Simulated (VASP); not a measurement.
# ScOs3 (I4/mmm) in VASP: a series of runs, part 2 of 2

VASP 6.6.1.

### Step 3. Single point, PBE

This run uses another cell than the first one, of 15.42 Å³/atom.

Input file INCAR:

```
ALGO = Normal
EDIFF = 1E-6
ENCUT = 520
GGA = PE
ISIF = 2
ISMEAR = 0
LASPH = True
LCHARG = True
LELF = True
LREAL = False
LVHAR = True
LWAVE = False
NBANDS = 26
NELM = 60
PREC = Accurate
SIGMA = 0.1
```

Input file KPOINTS:

```
k-points
0
Gamma
  6 6 6
```

Input file POSCAR:

```
ScOs3
1.0
   -1.9755052481      1.9755052481      3.9512249400
    1.9755052481     -1.9755052481      3.9512249400
    1.9755052481      1.9755052481     -3.9512249400
Sc Os
1 3
Direct
    0.0000000000      0.0000000000      0.0000000000
    0.5000000000      0.5000000000      0.0000000000
    0.2500000000      0.7500000000      0.5000000000
    0.7500000000      0.2500000000      0.5000000000
```

Potentials or basis: VASP PAW PBE potentials, release 64 (Sc_sv, Os).

Started as:

```
cat potpaw_PBE.64/Sc_sv/POTCAR potpaw_PBE.64/Os/POTCAR > POTCAR
mpirun -np 1 vasp_std > vasp.out
```

OUTCAR:

```text
EDIFF = 1E-6
   ENCUT = 520
   GGA = PE
   ISIF = 2
   ISMEAR = 0
   LASPH = True
   LREAL = False
   NELM = 60
   PREC = Accurate

 ion  position               nearest neighbor table
   1  0.000  0.000  0.000-   2 2.79   2 2.79   2 2.79   2 2.79   4 2.79   3 2.79   4 2.79   3 2.79
                             4 2.79   4 2.79   3 2.79   3 2.79
   2  0.500  0.500  0.000-   1 2.79   1 2.79   1 2.79   1 2.79   4 2.79   3 2.79   4 2.79   4 2.79
                             3 2.79   3 2.79   4 2.79   3 2.79
   3  0.250  0.750  0.500-   4 2.79   4 2.79   4 2.79   4 2.79   2 2.79   1 2.79   2 2.79   2 2.79
                             1 2.79   1 2.79   2 2.79   1 2.79
   4  0.750  0.250  0.500-   3 2.79   3 2.79   3 2.79   3 2.79   2 2.79   1 2.79   2 2.79   1 2.79
                             2 2.79   2 2.79   1 2.79   1 2.79

  LATTYP: Found a body centered tetragonal cell.
 ALAT       =     3.9510104962
 C/A-ratio  =     2.0001085514

  Lattice vectors:

 A1 = (  -1.9755052481,   1.9755052481,   3.9512249400)
 A2 = (   1.9755052481,  -1.9755052481,   3.9512249400)
 A3 = (   1.9755052481,   1.9755052481,  -3.9512249400)

Analysis of symmetry for initial positions (statically):
=====================================================================
 Subroutine PRICEL returns:
 Original cell was already a primitive cell.

 Routine SETGRP: Setting up the symmetry group for a
 body centered tetragonal supercell.

 Subroutine GETGRP returns: Found 16 space group operations
 (whereof 16 operations were pure point group operations)
 out of a pool of 16 trial point group operations.

The static configuration has the point symmetry D_4h.

Analysis of symmetry for dynamics (positions and initial velocities):
=====================================================================
 Subroutine PRICEL returns:
 Original cell was already a primitive cell.

 Routine SETGRP: Setting up the symmetry group for a
 body centered tetragonal supercell.

 Subroutine GETGRP returns: Found 16 space group operations
 (whereof 16 operations were pure point group operations)
 out of a pool of 16 trial point group operations.

The dynamic configuration has the point symmetry D_4h.

 Subroutine INISYM returns: Found 16 space group operations
 (whereof 16 operations are pure point group operations),
 and found     1 'primitive' translations

----------------------------------------------------------------------------------------

                                     Primitive cell

  volume of cell :      61.6805

  direct lattice vectors                    reciprocal lattice vectors
    -1.975505248  1.975505248  3.951224940     0.000000000  0.253099809  0.126543036
     1.975505248 -1.975505248  3.951224940     0.253099809  0.000000000  0.126543036
     1.975505248  1.975505248 -3.951224940     0.253099809  0.253099809  0.000000000

  length of vectors
     4.839154936  4.839154936  4.839154936     0.282971117  0.282971117  0.357937182

  position of ions in fractional coordinates (direct lattice)
     0.000000000  0.000000000  0.000000000
     0.500000000  0.500000000  0.000000000
     0.250000000  0.750000000  0.500000000
     0.750000000  0.250000000  0.500000000
[... 30 lines left out ...]
 ===========================================

 Found     30 irreducible k-points:

 Following reciprocal coordinates:
            Coordinates               Weight
  0.000000  0.000000  0.000000      1.000000
  0.166667  0.000000  0.000000      8.000000
  0.333333 -0.000000  0.000000      8.000000
  0.500000 -0.000000  0.000000      4.000000
  0.166667  0.166667  0.000000      8.000000
  0.333333  0.166667  0.000000     16.000000
[... 16 lines left out ...]
 -0.333333 -0.333333  0.166667      8.000000
 -0.166667 -0.333333  0.166667      8.000000
 [... further k-points ...]
   k-points           NKPTS =     30   k-points in BZ     NKDIM =     30   number of bands    NBANDS=     26
   number of dos      NEDOS =    301   number of ions     NIONS =      4
   total plane-waves  NPLWV =  46656
   dimension x,y,z NGX =    36 NGY =   36 NGZ =   36
   dimension x,y,z NGXF=    72 NGYF=   72 NGZF=   72
   ions per type =               1   3
   NGX,Y,Z   is equivalent  to a cutoff of  12.37, 12.37, 12.37 a.u.
   NGXF,Y,Z  is equivalent  to a cutoff of  24.74, 24.74, 24.74 a.u.
 SYSTEM =  unknown system
   PREC   = accura    normal or accurate (medium, high low for compatibility)
   ISTART =      0    job   : 0-new  1-cont  2-samecut
   ICHARG =      2    charge: 1-file 2-atom 10-const
   ISPIN  =      1    spin polarized calculation?
   LNONCOLLINEAR =      F non collinear calculations
   LSORBIT =      F    spin-orbit coupling
   LASPH  =      T    aspherical Exc in radial PAW
   ENCUT  =  520.0 eV  38.22 Ry    6.18 a.u.   9.00  9.00  9.00*2*pi/ulx,y,z
   NELM   =     60;   NELMIN=  2; NELMDL= -5     # of ELM steps
   EDIFF  = 0.1E-05   stopping-criterion for ELM
   LREAL  =      F    real-space projection
   EDIFFG = 0.1E-04   stopping-criterion for IOM
   NSW    =      0    number of steps for IOM
   IBRION =     -1    ionic relax: 0-MD 1-quasi-New 2-CG
   NFREE  =      0    steps in history (QN), initial steepest desc. (CG)
   ISIF   =      2    stress and relaxation
   ISYM   =      2    0-nonsym 1-usesym 2-fastsym
   POTIM  = 0.5000    time-step for ionic-motion
   TEBEG  =    0.0;   TEEND  =   0.0 temperature during run
   PSTRESS=    0.0 pullay stress
   NELECT =      35.0000    total number of electrons
   NUPDOWN=      -1.0000    fix difference up-down
   EMIN   =  10.00;   EMAX   =-10.00  energy-range for DOS
   EFERMI =   0.00;   METHOD = LEGACY
   ISMEAR =     0;   SIGMA  =   0.10  broadening in eV -4-tet -1-fermi 0-gaus
   EFERMI_NEDOS =   21; number of points for ismear=-14 and -15
   IALGO  =     38    algorithm
   IMIX   =      4    mixing-type and parameters
     AMIX     =   0.40;   BMIX     =  1.00
     AMIX_MAG =   1.60;   BMIX_MAG =  1.00
  volume/ion in A,a.u.               =      15.42       104.06
  Fermi-wavevector in a.u.,A,eV,Ry     =   1.355340  2.561221 24.993161  1.836946
  Thomas-Fermi vector in A             =   2.482435
   LORBIT       =      0    0 simple, 1 ext, 2 COOP (PROOUT), +10 PAW based schemes
   GGA     = PE    functional components
   LHFCALC =     F    Hartree Fock is set to
   AEXX    =    0.0000 exact exchange contribution
   IVDW    =     0    specifies the selected vdW correction
   LEPSILON=     F    determine dielectric tensor
   LRPA    =     F    only Hartree local field effects (RPA)
 non-spin polarized calculation
 Gauss-broadening in eV      SIGMA  =   0.10
  energy-cutoff  :      520.00
  volume of cell :       61.68
 maximum number of plane-waves:      1682
   NGX = 17   NGY = 17   NGZ = 17

 number of electron      35.0000001 magnetization

 Free energy of the ion-electron system (eV)
  ---------------------------------------------------
  ext. energy  EPLUGINS =         0.00000000
  ---------------------------------------------------
  free energy    TOTEN  =       -39.55843013 eV

  energy without entropy =      -39.53121901  energy(sigma->0) =      -39.54482457

 E-fermi :   7.3744     XC(G=0): -13.0976

 val. band max:        7.3630087123   @ k =   0.3333   0.1667   0.0000
 cond. band min:       7.3885734607   @ k =   0.3333  -0.0000   0.0000
 fundamental gap:      0.0255647484
 Fermi energy:         7.3744473093

 k-point     1 :       0.0000    0.0000    0.0000
  band No.  band energies     occupation
      1     -40.7231      2.00000
      2     -19.4844      2.00000
      3     -19.4491      2.00000
      4     -19.4491      2.00000
      5      -1.4466      2.00000
      6       1.7535      2.00000
[... 685 lines left out ...]
     25      12.2450      0.00000
     26      12.4350      0.00000

 [... further k-points ...]

------------------------ aborting loop because EDIFF is reached ----------------------------------------

  FORCE on cell =-STRESS in cart. coord.  units (eV):
  Direction    XX          YY          ZZ          XY          YZ          ZX
  --------------------------------------------------------------------------------------
  -------------------------------------------------------------------------------------
  Total       -0.0228533     -0.0228533      0.1161400      0.0000000      0.0000000     -0.0000000
  in kB       -0.5936238     -0.5936238      3.0167833      0.0000000      0.0000000     -0.0000000
  external PRESSURE =       0.6098452 kB  Pullay stress =       0.0000000 kB

 VOLUME and BASIS-vectors are now :
 -----------------------------------------------------------------------------
  energy-cutoff  :      520.00
  volume of cell :       61.68
      direct lattice vectors                 reciprocal lattice vectors
    -1.975505248  1.975505248  3.951224940     0.000000000  0.253099809  0.126543036
     1.975505248 -1.975505248  3.951224940     0.253099809  0.000000000  0.126543036
     1.975505248  1.975505248 -3.951224940     0.253099809  0.253099809  0.000000000

 POSITION                                       TOTAL-FORCE (eV/Angst)
 -----------------------------------------------------------------------------------
      0.00000      0.00000      0.00000         0.000000      0.000000      0.000000
      0.00000      0.00000      3.95122         0.000000      0.000000      0.000000
      1.97551      0.00000      1.97561        -0.000000      0.000000     -0.000000
      0.00000      1.97551      1.97561         0.000000     -0.000000      0.000000
 -----------------------------------------------------------------------------------
    total drift:                               -0.000000      0.000000      0.000000

  FREE ENERGIE OF THE ION-ELECTRON SYSTEM (eV)
  ---------------------------------------------------
  free  energy   TOTEN  =       -39.5584301282 eV

  energy  without entropy=      -39.5312190142  energy(sigma->0) =      -39.54482457
```

Wall time 99 s (1 thread of Oxide Virtual Turin-like, shared host); peak memory 0.19 GiB.

Results:

| Property | Result |
| --- | --- |
| Free energy | -39.5584 eV |
| Pressure | 0.1 GPa |
| Band gap on the k mesh | zero (an odd number of electrons rules out a gap without spin polarisation) |

Stress tensor (GPa, compression positive):
```
-0.06  0.00  0.00
 0.00 -0.06  0.00
 0.00  0.00  0.30
```

Levels at points of the mesh, in eV from the Fermi level:
```
           k point  band 15  band 16  band 17  band 18  band 19  band 20
(0.00, 0.00, 0.00)    -0.51    -0.51    -0.29     0.13     1.14     3.08
(0.50, 0.00, 0.00)    -2.37    -1.26    -0.23    -0.19    -0.10     1.52
(0.50, 0.50, 0.00)    -0.94    -0.86    -0.38     0.28     0.46     0.91
(0.50, 0.50, 0.50)    -0.21    -0.21     1.17     1.17     1.35     2.17
```

Caveat: spin-orbit coupling is left out, which moves the levels of the heavy elements.

### Step 4. Relaxation of cell and atoms, PBE

Input file INCAR:

```
SYSTEM = ScOs3
ALGO = Normal ; EDIFF = 1E-7
EDIFFG = -0.04 ; ENCUT = 600
GGA = PE ; IBRION = 2
ISIF = 3 ; ISMEAR = 0
LASPH = .True. ; LCHARG = .False.
LREAL = .False. ; LWAVE = .False.
NELM = 60 ; NSW = 90
PREC = Accurate ; SIGMA = 0.1
```

Input file KPOINTS:

```
k-points
0
Gamma
  6 6 6
  0 0 0
```

Input file POSCAR:

```
ScOs3
1.0
   -1.8813302826      1.8813302826      4.2024520598
    1.8813302826     -1.8813302826      4.2024520598
    1.8813302826      1.8813302826     -4.2024520598
Sc Os
1 3
Direct
    0.0000000000      0.0000000000      0.0000000000
    0.5000000000      0.5000000000      0.0000000000
    0.2500000000      0.7500000000      0.5000000000
    0.7500000000      0.2500000000      0.5000000000
```

Started as:

```
cat potpaw_PBE.64/Sc_sv/POTCAR potpaw_PBE.64/Os/POTCAR > POTCAR
mpirun -np 1 vasp_std > vasp.out
```

Wall time 13 min (1 thread of Oxide Virtual Turin-like, shared host); peak memory 0.23 GiB.

The run converged. Its results:

| Quantity | Value |
| --- | --- |
| Free energy | -39.5595 eV |
| Relaxed volume | 15.43 Å³/atom |
| Relaxed cell | a = 4.847 Å, b = 4.847 Å, c = 4.847 Å, α = 131.95°, β = 131.95°, γ = 70.32° |
| Space group after relaxing (to 0.1 Å) | I4/mmm (No. 139) |
| Energy gained by relaxing | 61.5 meV/atom |
| Ionic steps | 9 |
| Pressure after relaxing | 0.0 GPa |
| Band gap on the k mesh | zero (an odd number of electrons rules out a gap without spin polarisation) |

The path:
| step | energy change (eV) | largest force (eV/Å) | pressure (GPa) | volume (Å³) |
| --- | --- | --- | --- | --- |
| 1 | 0.0000 | 0.0000 | 11.98 | 59.50 |
| 2 | 0.4023 | 0.0000 | -23.29 | 69.51 |
| 3 | -0.1452 | 0.0000 | -3.07 | 62.71 |
| 4 | -0.1455 | 0.0000 | -2.52 | 62.57 |
| 5 | -0.2264 | 0.0000 | -0.22 | 61.86 |
| 6 | -0.2424 | 0.0000 | 1.54 | 61.39 |
| 7 | -0.2429 | 0.0000 | 1.99 | 61.27 |
| 8 | -0.2303 | 0.0000 | -4.13 | 62.72 |
| 9 | -0.2462 | 0.0000 | -0.03 | 61.72 |

Final structure:
```
CELL_PARAMETERS angstrom
-1.97341 1.97341 3.96247
1.97341 -1.97341 3.96247
1.97341 1.97341 -3.96247
ATOMIC_POSITIONS crystal
Sc 0.00000 0.00000 0.00000
Os 0.50000 0.50000 0.00000
Os 0.25000 0.75000 0.50000
Os 0.75000 0.25000 0.50000
```

Levels at points of the mesh, in eV from the Fermi level:
| k point | band 15 | band 16 | band 17 | band 18 | band 19 | band 20 |
| --- | --- | --- | --- | --- | --- | --- |
| (0.00, 0.00, 0.00) | -0.50 | -0.50 | -0.30 | 0.12 | 1.16 | 3.03 |
| (0.50, 0.00, 0.00) | -2.34 | -1.25 | -0.24 | -0.19 | -0.10 | 1.50 |
| (0.50, 0.50, 0.00) | -0.94 | -0.85 | -0.39 | 0.29 | 0.46 | 0.91 |
| (0.50, 0.50, 0.50) | -0.20 | -0.20 | 1.18 | 1.18 | 1.36 | 2.18 |

Caveat: spin-orbit coupling is left out, which moves the levels of the heavy elements.

### Step 5. Single point, PBE

This run uses another cell than the first one, of 15.42 Å³/atom.

Input file INCAR:

```
SYSTEM = ScOs3
PREC = Accurate
ENCUT = 520
EDIFF = 1E-7
ISMEAR = 0
SIGMA = 0.1
LREAL = .False.
LASPH = .True.
NELM = 100
ALGO = Fast
ISIF = 2
LWAVE = .False.
LCHARG = .False.
GGA = PE
NBANDS = 26
```

Input file KPOINTS:

```
regular mesh
0
Gamma
  16 16 16
  0 0 0
```

Input file POSCAR:

```
ScOs3
1.0
   -1.9608636218      1.9608636218      4.0091266869
    1.9608636218     -1.9608636218      4.0091266869
    1.9608636218      1.9608636218     -4.0091266869
Sc Os
1 3
Direct
    0.0000000000      0.0000000000      0.0000000000
    0.5000000000      0.5000000000      0.0000000000
    0.2500000000      0.7500000000      0.5000000000
    0.7500000000      0.2500000000      0.5000000000
```

Potentials or basis: VASP PAW PBE potentials, release 64 (Sc_sv, Os).

Started as:

```
cat potpaw_PBE.64/Sc_sv/POTCAR potpaw_PBE.64/Os/POTCAR > POTCAR
mpirun -np 1 vasp_std > vasp.out
```

OUTCAR:

```text
SYSTEM = ScOs3
   PREC = Accurate
   ENCUT = 520
   EDIFF = 1E-7
   ISMEAR = 0
   LREAL = .False.
   LASPH = .True.
   NELM = 100
   ISIF = 2
   GGA = PE

 ion  position               nearest neighbor table
   1  0.000  0.000  0.000-   2 2.77   2 2.77   2 2.77   2 2.77   4 2.80   3 2.80   4 2.80   3 2.80
                             4 2.80   4 2.80   3 2.80   3 2.80
   2  0.500  0.500  0.000-   1 2.77   1 2.77   1 2.77   1 2.77   4 2.80   3 2.80   4 2.80   4 2.80
                             3 2.80   3 2.80   4 2.80   3 2.80
   3  0.250  0.750  0.500-   4 2.77   4 2.77   4 2.77   4 2.77   2 2.80   1 2.80   2 2.80   2 2.80
                             1 2.80   1 2.80   2 2.80   1 2.80
   4  0.750  0.250  0.500-   3 2.77   3 2.77   3 2.77   3 2.77   2 2.80   1 2.80   2 2.80   1 2.80
[... 902 lines left out ...]
  Total        0.0512085      0.0512085      0.0874344      0.0000000      0.0000000      0.0000000
  in kB        1.3306015      1.3306015      2.2718955      0.0000000      0.0000000      0.0000000
  external PRESSURE =       1.6443662 kB  Pullay stress =       0.0000000 kB

 VOLUME and BASIS-vectors are now :
 -----------------------------------------------------------------------------
  energy-cutoff  :      520.00
  volume of cell :       61.66
      direct lattice vectors                 reciprocal lattice vectors
    -1.960863622  1.960863622  4.009126687     0.000000000  0.254989686  0.124715440
     1.960863622 -1.960863622  4.009126687     0.254989686  0.000000000  0.124715440
     1.960863622  1.960863622 -4.009126687     0.254989686  0.254989686  0.000000000

 POSITION                                       TOTAL-FORCE (eV/Angst)
 -----------------------------------------------------------------------------------
      0.00000      0.00000      0.00000        -0.000000      0.000000     -0.000000
      0.00000      0.00000      4.00913        -0.000000      0.000000     -0.000000
      1.96086     -0.00000      2.00456        -0.000000     -0.000000      0.000000
     -0.00000      1.96086      2.00456         0.000000     -0.000000      0.000000
 -----------------------------------------------------------------------------------
    total drift:                               -0.000000      0.000000      0.000000

  FREE ENERGIE OF THE ION-ELECTRON SYSTEM (eV)
  ---------------------------------------------------
  free  energy   TOTEN  =       -39.5591436146 eV

  energy  without entropy=      -39.5305668061  energy(sigma->0) =      -39.54485521
```

OSZICAR:

```text
N       E                     dE             d eps       ncg     rms          rms(c)
DAV:   1     0.318396019855E+03    0.31840E+03   -0.15144E+04 18180   0.136E+03
DAV:   2    -0.105192698939E+02   -0.32892E+03   -0.31626E+03 18150   0.450E+02
DAV:   3    -0.401473003932E+02   -0.29628E+02   -0.26981E+02 26994   0.115E+02
[... 11 lines left out ...]
RMM:  15    -0.395591433165E+02   -0.13266E-05   -0.16396E-05 28298   0.199E-02    0.290E-03
RMM:  16    -0.395591433747E+02   -0.58182E-07   -0.35765E-06 25457   0.120E-02    0.131E-03
RMM:  17    -0.395591434383E+02   -0.63631E-07   -0.10338E-06 20987   0.578E-03    0.550E-04
RMM:  18    -0.395591435928E+02   -0.15450E-06   -0.30676E-07 18445   0.413E-03    0.393E-04
RMM:  19    -0.395591436146E+02   -0.21847E-07   -0.11742E-07 17099   0.272E-03
   1 F= -.39559144E+02 E0= -.39544855E+02  d E =-.285768E-01
```

Wall time 19 min (1 thread of Oxide Virtual Turin-like, shared host); peak memory 0.58 GiB.

What came out:

```yaml
Free_energy: -39.5591 eV
Pressure: 0.2 GPa
Band_gap_on_the_k_mesh: zero (an odd number of electrons rules out a gap without spin polarisation)
```

Caveat: spin-orbit coupling is left out, which moves the levels of the heavy elements.

### Step 6. Overview

| task | cell | k mesh | cutoff (eV) | gap on the mesh (eV) | pressure (GPa) |
| --- | --- | --- | --- | --- | --- |
| single point | a = 4.974 Å, angles 135.6, 135.6, 64.7°, 4 atoms | 6 × 6 × 6 | 520 | none | 11.9 |
| single point | a = 4.839 Å, angles 131.8, 131.8, 70.5°, 4 atoms | 6 × 6 × 6 | 520 | none | 0.1 |
| relaxation of cell and atoms | relaxed from a = 4.974 Å, angles 135.6, 135.6, 64.7°, 4 atoms | 6 × 6 × 6 | 600 | none | 0.0 |
| single point | a = 4.875 Å, angles 132.6, 132.6, 69.3°, 4 atoms | 16 × 16 × 16 | 520 | none | 0.2 |

Alike in all rows: level PBE; potentials or basis VASP PAW PBE potentials, release 64 (Sc_sv, Os); no spin polarisation; smearing gaussian 0.1 eV.

Caveats: spin-orbit coupling is left out, which moves the levels of the heavy elements; the stress differs along the axes, from 2 to 17 GPa (at least some runs).

Total energies depend on the potentials used, so only differences within one code and one set of settings carry meaning.

The gap in the log of VASP goes by the Fermi energy; the results here count the filled bands.